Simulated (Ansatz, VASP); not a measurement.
## One calculation of Zn, two programs

```xyz
3
Lattice="2.5746 0.0000 0.0000 -1.2873 2.2297 0.0000 0.0000 0.0000 20.7136" Properties=species:S:1:pos:R:3 pbc="T T T"
Zn    0.0000    0.0000    8.0373
Zn    0.0000    1.4864   10.3568
Zn    0.0000    0.0000   12.6763
```

Alike in both runs: functional LDA; k mesh 16 × 16 × 1; occupations fermi-dirac, width 0.1 eV; no spin polarisation.

Ansatz relaxed the structure, and its values are those at the end. VASP's run is a single point on that final structure, the one shown.

|  | VASP | Ansatz |
| --- | --- | --- |
| version | VASP 6.6.1 | Ansatz 0.2.0 |
| potentials or method | VASP PAW LDA potentials, release 64 (Zn) | PAW with Ansatz's default frozen-core files, scalar-relativistic |
| plane-wave cutoff (eV) | 520 | 420 |
| valence electrons in the cell | 36 | 36 |

```csv
,VASP,Ansatz,Ansatz less VASP
rms of the force components (eV/Å),0.010,0.001,-0.0091
```

LDA's correlation is that of Perdew and Zunger in VASP and of Perdew and Wang (1992) in Ansatz. Ansatz's warnings: stress scf threshold loose, xc potential rough in thin density.
